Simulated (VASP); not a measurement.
Wanted: the native input for a VASP 6.6.1 run.

```yaml
Task: relaxation of cell and atoms
Functional: PBE
Potentials_or_basis: VASP PAW PBE potentials, release 64 (Ti_sv, Nb_sv, C)
Cutoff: 600 eV
k_mesh: 6 × 6 × 6
Occupations: gaussian, width 0.1 eV
Spin: no spin polarisation
Dipole_correction: no
Further_INCAR_settings: ALGO = Normal; EDIFF = 1e-06; IBRION = 2; EDIFFG = -0.04; NSW = 90; ISIF = 3
```

The structure of Ti2NbC3 lies in POSCAR:

```
Ti2NbC3
1.0
    4.7929904265      0.0000000000      0.0000000000
   -2.3964952133      4.1508514695      0.0000000000
    0.0000000000      0.0000000000      3.2413139462
Ti Nb C
2 1 3
Direct
    0.3333333333      0.6666666667      0.0000000000
    0.6666666667      0.3333333333      0.0000000000
    0.0000000000      0.0000000000      0.5000000000
    0.5000000000      0.0000000000      0.5000000000
    0.0000000000      0.5000000000      0.5000000000
    0.5000000000      0.5000000000      0.5000000000
```

The cell was built from a structure type or drawn by symmetry, and may not be a known phase.

One way to write it, as run:

INCAR

```
SYSTEM = Ti2NbC3
ALGO = Normal
EDIFF = 1E-6
EDIFFG = -0.04
ENCUT = 600
GGA = PE
IBRION = 2
ISIF = 3
ISMEAR = 0
LASPH = .True.
LCHARG = .False.
LREAL = .False.
LWAVE = .False.
NELM = 100
NSW = 90
PREC = Accurate
SIGMA = 0.1
```

KPOINTS

```
k-points
0
Gamma
  6 6 6
  0 0 0
```

Potentials or basis: VASP PAW PBE potentials, release 64 (Ti_sv, Nb_sv, C).

Run with:

```bash
$ cat potpaw_PBE.64/Ti_sv/POTCAR potpaw_PBE.64/Nb_sv/POTCAR potpaw_PBE.64/C/POTCAR > POTCAR
$ mpirun -np 1 vasp_std > vasp.out
```

Results of the run:

* Relaxed volume: 10.77 Å³/atom
* Relaxed cell: a = 4.804 Å, b = 4.804 Å, c = 3.233 Å, α = 90.00°, β = 90.00°, γ = 120.00°
* Space group after relaxing (to 0.1 Å): P6/mmm (No. 191)
* Energy gained by relaxing: 0.3 meV/atom
* Ionic steps: 2
* Pressure after relaxing: -0.1 GPa
* Band gap on the k mesh: zero (an odd number of electrons rules out a gap without spin polarisation)

It took 4 min on 1 thread of Intel Xeon 8259CL (shared host), peak memory 0.25 GiB.
